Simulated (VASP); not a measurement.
# Pb (Fm-3m) in VASP: a series of runs

The runs below take Pb through single point, with PBEsol.

All numbers are computed with VASP 6.6.1; they aren't measurements. Logs are shortened: lines on timing, memory, paths and dates and some standing lists are left out, and cuts for length are marked.

### 1 The cell of the first run

Symmetry: Fm-3m, No. 225, cubic system. Conventional cell: a = 4.844 Å, b = 4.844 Å, c = 4.844 Å, α = 90.00°, β = 90.00°, γ = 90.00°. Within 4.5 Å of Pb (site symmetry m-3m) lie 12 Pb at 3.43 Å.

### 2 Single point, PBEsol

The input, INCAR:

```
ALGO = Normal
EDIFF = 1E-6
ENCUT = 500
GGA = PS
GGA_COMPAT = False
ISIF = 2
ISMEAR = 0
LASPH = True
LCHARG = False
LREAL = False
LWAVE = False
NBANDS = 13
NELM = 120
PREC = Accurate
SIGMA = 0.1
```

The input, KPOINTS:

```
k-points
0
Gamma
  16 16 16
```

The input, POSCAR:

```
Pb
1.0
    0.0000000000      2.4219642715      2.4219642715
    2.4219642715      0.0000000000      2.4219642715
    2.4219642715      2.4219642715      0.0000000000
Pb
1
Direct
    0.0000000000      0.0000000000      0.0000000000
```

Potentials or basis: VASP PAW PBE potentials, release 64 (Pb_d).

Command:

```bash
$ cat potpaw_PBE.64/Pb_d/POTCAR > POTCAR
$ mpirun -np 1 vasp_std > vasp.out
```

OUTCAR:

```text
EDIFF = 1E-6
   ENCUT = 500
   GGA = PS
   ISIF = 2
   ISMEAR = 0
   LASPH = True
   LREAL = False
   NELM = 120
   PREC = Accurate

 ion  position               nearest neighbor table
   1  0.000  0.000  0.000-

  LATTYP: Found a face centered cubic cell.
 ALAT       =     4.8439285430

  Lattice vectors:

 A1 = (   0.0000000000,   2.4219642715,   2.4219642715)
 A2 = (   2.4219642715,   0.0000000000,   2.4219642715)
 A3 = (   2.4219642715,   2.4219642715,   0.0000000000)

Analysis of symmetry for initial positions (statically):
=====================================================================
 Subroutine PRICEL returns:
 Original cell was already a primitive cell.

 Routine SETGRP: Setting up the symmetry group for a
 face centered cubic supercell.

 Subroutine GETGRP returns: Found 48 space group operations
 (whereof 48 operations were pure point group operations)
 out of a pool of 48 trial point group operations.

The static configuration has the point symmetry O_h .

Analysis of symmetry for dynamics (positions and initial velocities):
=====================================================================
 Subroutine PRICEL returns:
 Original cell was already a primitive cell.

 Routine SETGRP: Setting up the symmetry group for a
 face centered cubic supercell.

 Subroutine GETGRP returns: Found 48 space group operations
 (whereof 48 operations were pure point group operations)
 out of a pool of 48 trial point group operations.

The dynamic configuration has the point symmetry O_h .

 Subroutine INISYM returns: Found 48 space group operations
 (whereof 48 operations are pure point group operations),
 and found     1 'primitive' translations

----------------------------------------------------------------------------------------

                                     Primitive cell

  volume of cell :      28.4141

  direct lattice vectors                    reciprocal lattice vectors
     0.000000000  2.421964271  2.421964271    -0.206444003  0.206444003  0.206444003
     2.421964271  0.000000000  2.421964271     0.206444003 -0.206444003  0.206444003
     2.421964271  2.421964271  0.000000000     0.206444003  0.206444003 -0.206444003

  length of vectors
     3.425174720  3.425174720  3.425174720     0.357571503  0.357571503  0.357571503

  position of ions in fractional coordinates (direct lattice)
     0.000000000  0.000000000  0.000000000

  ion indices of the primitive-cell ions
   primitive index   ion index
                 1           1

[... 83 lines left out ...]
   NUPDOWN=      -1.0000    fix difference up-down
   EMIN   =  10.00;   EMAX   =-10.00  energy-range for DOS
   EFERMI =   0.00;   METHOD = LEGACY
   ISMEAR =     0;   SIGMA  =   0.10  broadening in eV -4-tet -1-fermi 0-gaus
   EFERMI_NEDOS =   21; number of points for ismear=-14 and -15
   IALGO  =     38    algorithm
   IMIX   =      4    mixing-type and parameters
     AMIX     =   0.40;   BMIX     =  1.00
     AMIX_MAG =   1.60;   BMIX_MAG =  1.00
  volume/ion in A,a.u.               =      28.41       191.75
  Fermi-wavevector in a.u.,A,eV,Ry     =   1.293024  2.443460 22.747716  1.671910
  Thomas-Fermi vector in A             =   2.424695
   LORBIT       =      0    0 simple, 1 ext, 2 COOP (PROOUT), +10 PAW based schemes
   GGA     = PS    functional components
   LHFCALC =     F    Hartree Fock is set to
   AEXX    =    0.0000 exact exchange contribution
   IVDW    =     0    specifies the selected vdW correction
   LEPSILON=     F    determine dielectric tensor
   LRPA    =     F    only Hartree local field effects (RPA)
 non-spin polarized calculation
 Gauss-broadening in eV      SIGMA  =   0.10
  energy-cutoff  :      500.00
  volume of cell :       28.41
 maximum number of plane-waves:       736
 NGX is ok and might be reduce to    28
   NGX = 13   NGY = 13   NGZ = 13

 number of electron      14.0000001 magnetization

 Free energy of the ion-electron system (eV)
  ---------------------------------------------------
  ext. energy  EPLUGINS =         0.00000000
  ---------------------------------------------------
  free energy    TOTEN  =        -3.98861950 eV

  energy without entropy =       -3.98666344  energy(sigma->0) =       -3.98764147

 E-fermi :   7.9013     XC(G=0): -10.6576

 val. band max:        7.8575135784   @ k =  -0.4375   0.3750   0.1875
 cond. band min:       7.9619227255   @ k =  -0.3750   0.2500   0.0000
 fundamental gap:      0.1044091471
 Fermi energy:         7.9013129114

 k-point     1 :       0.0000    0.0000    0.0000
  band No.  band energies     occupation
      1      -9.1915      2.00000
      2      -9.1915      2.00000
      3      -9.1915      2.00000
      4      -9.0184      2.00000
      5      -9.0184      2.00000
      6      -4.3788      2.00000
      7      15.7841      0.00000
      8      15.7841      0.00000
      9      15.7841      0.00000
     10      17.6471      0.00000
     11      20.0030      0.00000
     12      20.8257      0.00000
     13      20.8257      0.00000
[... 354 lines left out ...]
  band No.  band energies     occupation
      1      -9.1954      2.00000
      2      -9.1760      2.00000
      3      -9.1686      2.00000
      4      -9.0270      2.00000
      5      -9.0122      2.00000
      6      -4.1641      2.00000
      7      13.8896      0.00000
      8      14.7017      0.00000
      9      15.8932      0.00000
     10      17.5329      0.00000
     11      20.4290      0.00000
     12      20.9027      0.00000
     13      21.5998      0.00000

 [... further k-points ...]

------------------------ aborting loop because EDIFF is reached ----------------------------------------

  FORCE on cell =-STRESS in cart. coord.  units (eV):
  Direction    XX          YY          ZZ          XY          YZ          ZX
  --------------------------------------------------------------------------------------
  -------------------------------------------------------------------------------------
  Total        0.5178988      0.5178988      0.5178988     -0.0000000     -0.0000000      0.0000000
  in kB       29.2026536     29.2026536     29.2026536     -0.0000000     -0.0000000      0.0000000
  external PRESSURE =      29.2026536 kB  Pullay stress =       0.0000000 kB

 VOLUME and BASIS-vectors are now :
 -----------------------------------------------------------------------------
  energy-cutoff  :      500.00
  volume of cell :       28.41
      direct lattice vectors                 reciprocal lattice vectors
     0.000000000  2.421964271  2.421964271    -0.206444003  0.206444003  0.206444003
     2.421964271  0.000000000  2.421964271     0.206444003 -0.206444003  0.206444003
     2.421964271  2.421964271  0.000000000     0.206444003  0.206444003 -0.206444003

 POSITION                                       TOTAL-FORCE (eV/Angst)
 -----------------------------------------------------------------------------------
      0.00000      0.00000      0.00000        -0.000000      0.000000     -0.000000
 -----------------------------------------------------------------------------------
    total drift:                               -0.000000     -0.000000     -0.000000

  FREE ENERGIE OF THE ION-ELECTRON SYSTEM (eV)
  ---------------------------------------------------
  free  energy   TOTEN  =        -3.9886195049 eV

  energy  without entropy=       -3.9866634419  energy(sigma->0) =       -3.98764147
```

stdout:

```text
POSCAR found type information on POSCAR Pb
 POSCAR found :  1 types and       1 ions
 scaLAPACK will be used
 -----------------------------------------------------------------------------
|                                                                             |
|                                                                             |
|     You enforced a specific xc type in the INCAR file but a different       |
|     I HOPE YOU KNOW WHAT YOU ARE DOING!                                     |
|                                                                             |
 -----------------------------------------------------------------------------

 LDA part: xc-table for (Slater+PW92), standard interpolation
 POSCAR, INCAR and KPOINTS ok, starting setup
 FFT: planning ... GRIDC
 FFT: planning ... GRID_SOFT
 FFT: planning ... GRID
 WAVECAR not read
 entering main loop
```

Wall time 17 s (1 thread of Intel Xeon 6975P-C (Granite Rapids), shared host); peak memory 0.19 GiB.

What came out:

```
Free energy            : -3.9886 eV
Pressure               : 2.9 GPa
Band gap on the k mesh : zero (bands 7 and 8 overlap by 9.78 eV)
```

Caveat: the PAW data sets were made with another functional, which shifts forces and pressure a little; spin-orbit coupling is left out, which moves the levels of the heavy elements.

### 3 Single point, PBEsol

This run uses another cell than the first one, of 29.97 Å³/atom.

The input, INCAR:

```
ALGO     = Normal         # electronic algorithm
EDIFF    = 1E-6           # SCF threshold, eV
ENCUT    = 500            # plane-wave cutoff, eV
GGA      = PS             # functional
GGA_COMPAT= False        
ISIF     = 2              # what is computed and relaxed
ISMEAR   = 0              # smearing method
LASPH    = True           # aspherical terms in the spheres
LCHARG   = False          # write CHGCAR
LREAL    = False          # projectors in reciprocal space
LWAVE    = False          # write WAVECAR
NBANDS   = 13             # bands
NELM     = 120            # most SCF steps
PREC     = Accurate       # precision mode
SIGMA    = 0.1            # smearing width, eV
```

KPOINTS is that of step 2.

The input, POSCAR:

```
Pb
1.0
    0.0000000000      2.4654558901      2.4654558901
    2.4654558901      0.0000000000      2.4654558901
    2.4654558901      2.4654558901      0.0000000000
Pb
1
Direct
    0.0000000000      0.0000000000      0.0000000000
```

Potentials or basis: VASP PAW PBE potentials, release 64 (Pb_d).

Command:

```bash
$ cat potpaw_PBE.64/Pb_d/POTCAR > POTCAR
$ mpirun -np 1 vasp_std > vasp.out
```

It took 18 s on 1 thread of Intel Xeon 6975P-C (Granite Rapids), shared host; peak memory 0.19 GiB.

Results (log left out):

```
Free energy            : -4.0026 eV
Pressure               : -0.1 GPa
Band gap on the k mesh : zero (bands 7 and 8 overlap by 9.23 eV)
```

Levels at points of the mesh, in eV from the Fermi level:
```tsv
k point	band 5	band 6	band 7	band 8	band 9	band 10
(0.00, 0.00, 0.00)	-16.91	-11.90	7.45	7.45	7.45	9.72
(0.50, 0.00, 0.00)	-16.77	-8.20	-4.34	5.58	5.58	9.18
(0.50, 0.50, 0.00)	-16.73	-6.76	-3.39	2.00	2.00	5.34
```

Caveat: the PAW data sets were made with another functional, which shifts forces and pressure a little; spin-orbit coupling is left out, which moves the levels of the heavy elements.

The gap in the log of VASP goes by the Fermi energy; the results here count the filled bands.